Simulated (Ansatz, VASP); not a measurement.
Two plane-wave programs on Al8N

```
CELL_PARAMETERS angstrom
2.85432 0.00000 0.00000
-1.42716 2.47192 0.00000
0.00000 0.00000 33.47606
ATOMIC_POSITIONS crystal
Al 0.33333 0.66667 0.11949
Al 0.00000 0.00000 0.18956
Al 0.66667 0.33333 0.25964
Al 0.00000 0.00000 0.32971
Al 0.33333 0.66667 0.39922
Al 0.00000 0.00000 0.46965
Al 0.66667 0.33333 0.54010
Al 0.00000 0.00000 0.61166
N 0.66667 0.33333 0.70038
```

Alike in both runs: task single point; functional PBE; k mesh 9 × 9 × 1; occupations gaussian, width 0.1 eV; no spin polarisation.

|  | VASP | Ansatz |
| --- | --- | --- |
| version | VASP 6.6.1 | Ansatz 0.2.0 |
| potentials or method | VASP PAW PBE potentials, release 64 (Al, N), cutoff 520 eV | scalar-relativistic, plane waves, PAW |
| valence electrons in the cell | 29 | 29 |

```tsv
	VASP	Ansatz	Ansatz less VASP
gap on the k mesh at the Fermi level (eV)	none	none	-
rms of the force components (eV/Å)	0.279	0.279	+0.0005
```

Atom by atom the forces differ by 0.001 eV/Å (rms over components). A gap of «none» marks a metal or a gap that the smearing closes. With one functional, cell and mesh, what is left measures potentials, basis and numerics.
